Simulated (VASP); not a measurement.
The system is SiC.

```
CELL_PARAMETERS angstrom
3.07569 0.00000 0.00000
-1.53785 2.66363 0.00000
0.00000 0.00000 10.07065
ATOMIC_POSITIONS crystal
Si 0.66667 0.33333 0.93784
Si 0.33333 0.66667 0.43784
Si 0.00000 0.00000 0.68789
Si 0.00000 0.00000 0.18789
C 0.66667 0.33333 0.74980
C 0.33333 0.66667 0.24980
C 0.00000 0.00000 0.50046
C 0.00000 0.00000 0.00046
```

| Item | Value |
| --- | --- |
| Program | VASP 6.6.1 |
| Task | relaxation of cell and atoms |
| Functional | PBE |
| Potentials or basis | VASP PAW PBE potentials, release 64 (Si, C) |
| Cutoff | 600 eV |
| k mesh | 12 × 12 × 2 |
| Occupations | fermi-dirac, width 0.02 eV |
| Spin | no spin polarisation |

At the start: pressure 3.7 GPa; volume 10.31 Å³/atom.

Question: Where does the relaxation end?

Answer: Over 6 steps the energy falls by 2.0 meV/atom and the volume is 10.49 Å³/atom (+1.7 %); space group P6_3mc (No. 186, to 0.05 Å).

Step by step:
```
step  energy change (eV)  largest force (eV/Å)  pressure (GPa)  volume (Å³)
   1              0.0000                0.0044            3.72        82.50
   2              0.0009                0.0155           -3.60        85.40
   3             -0.0161                0.0064            0.00        83.91
   4             -0.0161                0.0063            0.07        83.89
   5             -0.0161                0.0047            0.07        83.89
   6             -0.0161                0.0006            0.07        83.89
```

Final structure:
```
Si C
1.0
     3.09288    0.00000    0.00000
    -1.54644    2.67851    0.00000
     0.00000    0.00000   10.12593
Si C
4 4
Direct
  0.66667 0.33333 0.93785
  0.33333 0.66667 0.43785
  0.00000 0.00000 0.68789
  0.00000 0.00000 0.18789
  0.66667 0.33333 0.74980
  0.33333 0.66667 0.24980
  0.00000 0.00000 0.50045
  0.00000 0.00000 0.00045
```
